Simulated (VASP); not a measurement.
# SrVO3 (Pm-3m) in VASP: a series of runs, part 3 of 3

VASP 6.6.1.

**6. Relaxation of cell and atoms, BLYP, collinear spin, ferromagnetic start**

INCAR

```
SYSTEM = SrVO3
AGGAC    = 1.0          
AGGAX    = 1.0          
ALDAC    = 0.0          
ALDAX    = 1.0          
ALGO     = Normal         ! electronic algorithm
EDIFF    = 1E-6           ! SCF threshold, eV
EDIFFG   = -0.01          ! ionic threshold
ENCUT    = 600            ! plane-wave cutoff, eV
GGA      = B5             ! functional
IBRION   = 2              ! ionic algorithm
ISIF     = 3              ! what is computed and relaxed
ISMEAR   = -1             ! smearing method
ISPIN    = 2              ! spin polarisation
LASPH    = .True.         ! aspherical terms in the spheres
LCHARG   = .False.        ! write CHGCAR
LMAXMIX  = 4              ! l up to which the mixer works
LORBIT   = 11             ! projections on sites
LREAL    = .False.        ! projectors in reciprocal space
LWAVE    = .False.        ! write WAVECAR
MAGMOM   = 0 2 0 0 0      ! initial moments
NELM     = 150            ! most SCF steps
NSW      = 60             ! ionic steps
PREC     = Accurate       ! precision mode
SIGMA    = 0.05           ! smearing width, eV
```

KPOINTS

```
k-points
0
Gamma
  7 7 7
  0 0 0
```

POSCAR

```
SrVO3
1.0
    3.8409000000      0.0000000000      0.0000000000
    0.0000000000      3.8409000000      0.0000000000
    0.0000000000      0.0000000000      3.8409000000
Sr V O
1 1 3
Direct
    0.5000000000      0.5000000000      0.5000000000
    0.0000000000      0.0000000000      0.0000000000
    0.0000000000      0.0000000000      0.5000000000
    0.0000000000      0.5000000000      0.0000000000
    0.5000000000      0.0000000000      0.0000000000
```

Potentials or basis: VASP PAW PBE potentials, release 64 (Sr_sv, V_sv, O).

The run is started by

```sh
> cat potpaw_PBE.64/Sr_sv/POTCAR potpaw_PBE.64/V_sv/POTCAR potpaw_PBE.64/O/POTCAR > POTCAR
> mpirun -np 1 vasp_std > vasp.out
```

OUTCAR:

```text
SYSTEM = SrVO3
   EDIFF = 1E-6
   EDIFFG = -0.01
   ENCUT = 600
   GGA = B5
   IBRION = 2
   ISIF = 3
   ISMEAR = -1
   ISPIN = 2
   LASPH = .True.
   LORBIT = 11
   LREAL = .False.
   NELM = 150
   NSW = 60
   PREC = Accurate

 ion  position               nearest neighbor table
   1  0.500  0.500  0.500-   3 2.72   4 2.72   5 2.72   4 2.72   5 2.72   3 2.72   5 2.72   5 2.72
                             3 2.72   4 2.72   4 2.72   3 2.72   2 3.33   2 3.33   2 3.33   2 3.33
   2  0.000  0.000  0.000-   3 1.92   4 1.92   5 1.92   3 1.92   4 1.92   5 1.92   1 3.33   1 3.33
                             1 3.33   1 3.33   1 3.33   1 3.33   1 3.33   1 3.33
   3  0.000  0.000  0.500-   2 1.92   2 1.92   1 2.72   1 2.72   1 2.72   1 2.72
   4  0.000  0.500  0.000-   2 1.92   2 1.92   1 2.72   1 2.72   1 2.72   1 2.72
   5  0.500  0.000  0.000-   2 1.92   2 1.92   1 2.72   1 2.72   1 2.72   1 2.72

  LATTYP: Found a simple cubic cell.
 ALAT       =     3.8409000000

  Lattice vectors:

 A1 = (   3.8409000000,   0.0000000000,   0.0000000000)
 A2 = (   0.0000000000,   3.8409000000,   0.0000000000)
 A3 = (   0.0000000000,   0.0000000000,   3.8409000000)

Analysis of symmetry for initial positions (statically):
=====================================================================
 Subroutine PRICEL returns:
 Original cell was already a primitive cell.

 Routine SETGRP: Setting up the symmetry group for a
 simple cubic supercell.

 Subroutine GETGRP returns: Found 48 space group operations
 (whereof 48 operations were pure point group operations)
 out of a pool of 48 trial point group operations.

The static configuration has the point symmetry O_h .

Analysis of symmetry for dynamics (positions and initial velocities):
=====================================================================
 Subroutine PRICEL returns:
 Original cell was already a primitive cell.

 Routine SETGRP: Setting up the symmetry group for a
 simple cubic supercell.

 Subroutine GETGRP returns: Found 48 space group operations
 (whereof 48 operations were pure point group operations)
 out of a pool of 48 trial point group operations.

The dynamic configuration has the point symmetry O_h .

Analysis of structural, dynamic, and magnetic symmetry:
=====================================================================
 Subroutine PRICEL returns:
 Original cell was already a primitive cell.

 Routine SETGRP: Setting up the symmetry group for a
 simple cubic supercell.

 Subroutine GETGRP returns: Found 48 space group operations
 (whereof 48 operations were pure point group operations)
 out of a pool of 48 trial point group operations.

The overall configuration has the point symmetry O_h .

 Subroutine INISYM returns: Found 48 space group operations
 (whereof 48 operations are pure point group operations),
 and found     1 'primitive' translations

----------------------------------------------------------------------------------------

                                     Primitive cell

  volume of cell :      56.6629

  direct lattice vectors                    reciprocal lattice vectors
     3.840900000  0.000000000  0.000000000     0.260355646  0.000000000  0.000000000
[... 75 lines left out ...]
   NGX,Y,Z   is equivalent  to a cutoff of  13.85, 13.85, 13.85 a.u.
   NGXF,Y,Z  is equivalent  to a cutoff of  27.70, 27.70, 27.70 a.u.
 SYSTEM =  SrVO3
   PREC   = accura    normal or accurate (medium, high low for compatibility)
   ISTART =      0    job   : 0-new  1-cont  2-samecut
   ICHARG =      2    charge: 1-file 2-atom 10-const
   ISPIN  =      2    spin polarized calculation?
   LNONCOLLINEAR =      F non collinear calculations
   LSORBIT =      F    spin-orbit coupling
   LASPH  =      T    aspherical Exc in radial PAW
   ENCUT  =  600.0 eV  44.10 Ry    6.64 a.u.   7.67  7.67  7.67*2*pi/ulx,y,z
   NELM   =    150;   NELMIN=  2; NELMDL= -5     # of ELM steps
   EDIFF  = 0.1E-05   stopping-criterion for ELM
   LREAL  =      F    real-space projection
   EDIFFG = -.1E-01   stopping-criterion for IOM
   NSW    =     60    number of steps for IOM
   IBRION =      2    ionic relax: 0-MD 1-quasi-New 2-CG
   NFREE  =      1    steps in history (QN), initial steepest desc. (CG)
   ISIF   =      3    stress and relaxation
   ISYM   =      2    0-nonsym 1-usesym 2-fastsym
   POTIM  = 0.5000    time-step for ionic-motion
   TEBEG  =    0.0;   TEEND  =   0.0 temperature during run
   PSTRESS=    0.0 pullay stress
   NELECT =      41.0000    total number of electrons
   NUPDOWN=      -1.0000    fix difference up-down
   EMIN   =  10.00;   EMAX   =-10.00  energy-range for DOS
   EFERMI =   0.00;   METHOD = LEGACY
   ISMEAR =    -1;   SIGMA  =   0.05  broadening in eV -4-tet -1-fermi 0-gaus
   EFERMI_NEDOS =   21; number of points for ismear=-14 and -15
   IALGO  =     38    algorithm
   IMIX   =      4    mixing-type and parameters
     AMIX     =   0.40;   BMIX     =  1.00
     AMIX_MAG =   1.60;   BMIX_MAG =  1.00
  volume/ion in A,a.u.               =      11.33        76.48
  Fermi-wavevector in a.u.,A,eV,Ry     =   1.469726  2.777380 29.389880  2.160095
  Thomas-Fermi vector in A             =   2.585069
   LORBIT       =     11    0 simple, 1 ext, 2 COOP (PROOUT), +10 PAW based schemes
   GGA     = B5    functional components
   LHFCALC =     F    Hartree Fock is set to
   AEXX    =    0.0000 exact exchange contribution
   IVDW    =     0    specifies the selected vdW correction
   LEPSILON=     F    determine dielectric tensor
   LRPA    =     F    only Hartree local field effects (RPA)
 conjugate gradient relaxation of ions
 spin polarized calculation
  energy-cutoff  :      600.00
  volume of cell :       56.66
 maximum number of plane-waves:      1907
 NGX is ok and might be reduce to    32
   NGX = 15   NGY = 15   NGZ = 15

--------------------------------------- Ionic step        1  -------------------------------------------

 number of electron      40.9999997 magnetization       0.0362578

 number of electron      40.9999997 magnetization      -0.0007706

 Free energy of the ion-electron system (eV)
  ---------------------------------------------------
  ext. energy  EPLUGINS =         0.00000000
  ---------------------------------------------------
  free energy    TOTEN  =       -37.32730021 eV

  energy without entropy =      -37.31538856  energy(sigma->0) =      -37.32134438

------------------------ aborting loop because EDIFF is reached ----------------------------------------

  FORCE on cell =-STRESS in cart. coord.  units (eV):
  Direction    XX          YY          ZZ          XY          YZ          ZX
  --------------------------------------------------------------------------------------
  -------------------------------------------------------------------------------------
  Total        3.2542235      3.2542235      3.2542235      0.0000000      0.0000000      0.0000000
  in kB       92.0150708     92.0150708     92.0150708      0.0000000      0.0000000      0.0000000
  external PRESSURE =      92.0150708 kB  Pullay stress =       0.0000000 kB
[... 67 lines left out ...]
 number of electron      40.9999986 magnetization       0.0000004

 number of electron      40.9999986 magnetization      -0.0000005

 Free energy of the ion-electron system (eV)
  ---------------------------------------------------
  ext. energy  EPLUGINS =         0.00000000
  ---------------------------------------------------
  free energy    TOTEN  =       -37.40531628 eV

  energy without entropy =      -37.39307445  energy(sigma->0) =      -37.39919536

 E-fermi :   6.0044     XC(G=0): -10.8189

 val. band max:        5.9680167974   @ k =   0.4286   0.1429   0.1429
 cond. band min:       6.3415745315   @ k =   0.2857   0.2857   0.0000
 fundamental gap:      0.3735577341
 Fermi energy:         6.0043830653

 spin component 1

 k-point     1 :       0.0000    0.0000    0.0000
  band No.  band energies     occupation
      1     -59.5484      1.00000
      2     -33.5202      1.00000
      3     -33.5202      1.00000
      4     -33.5202      1.00000
      5     -28.5344      1.00000
      6     -13.2304      1.00000
[... 549 lines left out ...]
     24      10.9292      0.00000
     25      10.9292      0.00000
 Fermi energy:         6.0043830653

 spin component 2

 k-point     1 :       0.0000    0.0000    0.0000
  band No.  band energies     occupation
      1     -59.5484      1.00000
      2     -33.5202      1.00000
      3     -33.5202      1.00000
      4     -33.5202      1.00000
      5     -28.5344      1.00000
      6     -13.2304      1.00000
[... 581 lines left out ...]
  FREE ENERGIE OF THE ION-ELECTRON SYSTEM (eV)
  ---------------------------------------------------
  free  energy   TOTEN  =       -37.4053162751 eV

  energy  without entropy=      -37.3930744464  energy(sigma->0) =      -37.39919536

 reached required accuracy - stopping structural energy minimisation

 total charge

# of ion       s       p       d       tot
------------------------------------------
    1        1.996   5.811   0.197   8.004
    2        2.264   6.308   2.899  11.471
    3        1.553   3.476   0.000   5.029
    4        1.553   3.476   0.000   5.029
    5        1.553   3.476   0.000   5.029
--------------------------------------------------
tot          8.918  22.548   3.096  34.562

 magnetization (x)

# of ion       s       p       d       tot
------------------------------------------
    1       -0.000   0.000  -0.000  -0.000
    2        0.000  -0.000   0.000   0.000
    3        0.000  -0.000   0.000  -0.000
    4        0.000  -0.000   0.000  -0.000
    5        0.000  -0.000   0.000  -0.000
--------------------------------------------------
tot          0.000  -0.000   0.000   0.000
```

Wall time 7.3 min (1 thread of Oxide Virtual Turin-like, shared host); peak memory 0.21 GiB.

Results:

| Property | Result |
| --- | --- |
| Free energy | -37.4053 eV |
| Relaxed volume | 11.90 Å³/atom |
| Relaxed cell | a = 3.904 Å, b = 3.904 Å, c = 3.904 Å, α = 90.00°, β = 90.00°, γ = 90.00° |
| Space group after relaxing (to 0.05 Å) | Pm-3m (No. 221) |
| Energy gained by relaxing | 15.6 meV/atom |
| Ionic steps | 3 |
| Pressure after relaxing | -0.1 GPa |
| Net moment | 0.00 μB per cell |
| Valence electrons inside the program's atomic spheres | Sr 8.00; V 11.47; O 5.03 |

Step by step:
```csv
step,energy change (eV),largest force (eV/Å),pressure (GPa),volume (Å³)
1,0.0000,0.0000,9.20,56.66
2,-0.0197,0.0000,-6.71,62.17
3,-0.0780,0.0000,-0.06,59.52
```

Final structure:
```cif
data_structure
_symmetry_space_group_name_H-M 'P 1'
_symmetry_Int_Tables_number 1
_cell_length_a 3.9043
_cell_length_b 3.9043
_cell_length_c 3.9043
_cell_angle_alpha 90.000
_cell_angle_beta 90.000
_cell_angle_gamma 90.000
_cell_volume 59.52
loop_
_atom_site_label
_atom_site_type_symbol
_atom_site_fract_x
_atom_site_fract_y
_atom_site_fract_z
_atom_site_occupancy
Sr1 Sr 0.50000 0.50000 0.50000 1
V1 V 0.00000 0.00000 0.00000 1
O1 O 0.00000 0.00000 0.50000 1
O2 O 0.00000 0.50000 0.00000 1
O3 O 0.50000 0.00000 0.00000 1
```

Caveat: the PAW data sets were made with another functional, which shifts forces and pressure a little; semilocal functionals often make such compounds metallic where correlation or magnetic order opens a gap, which also shifts bond lengths. BLYP gives volumes clearly too large for solids.

**7. Overview**

```tsv
task	level	cell	cutoff (eV)	smearing	gap on the mesh (eV)	pressure (GPa)	moment (μB)	relaxed volume (Å³/atom)
relaxation of cell and atoms	revPBE	relaxed from a = 3.841 Å, 5 atoms	600	fermi-dirac 0.05 eV	none	0.0	0.00	11.75
single point	PBE	a = 3.841 Å, 5 atoms	520	gaussian 0.015 eV	none	3.2	0.10	-
single point	PBE	a = 3.841 Å, 5 atoms	520	gaussian 0.012 eV	none	3.2	0.10	-
single point	BLYP	a = 3.898 Å, 5 atoms	520	fermi-dirac 0.05 eV	none	0.8	0.00	-
relaxation of cell and atoms	BLYP	relaxed from a = 3.841 Å, 5 atoms	600	fermi-dirac 0.05 eV	none	-0.1	0.00	11.90
```

Alike in all rows: potentials or basis VASP PAW PBE potentials, release 64 (Sr_sv, V_sv, O); spin collinear, ferromagnetic start; k mesh 7 × 7 × 7.

Caveats: semilocal functionals often make such compounds metallic where correlation or magnetic order opens a gap, which also shifts bond lengths; the PAW data sets were made with another functional, which shifts forces and pressure a little (some runs).

Absolute energies hang on the potentials; compare differences alone.
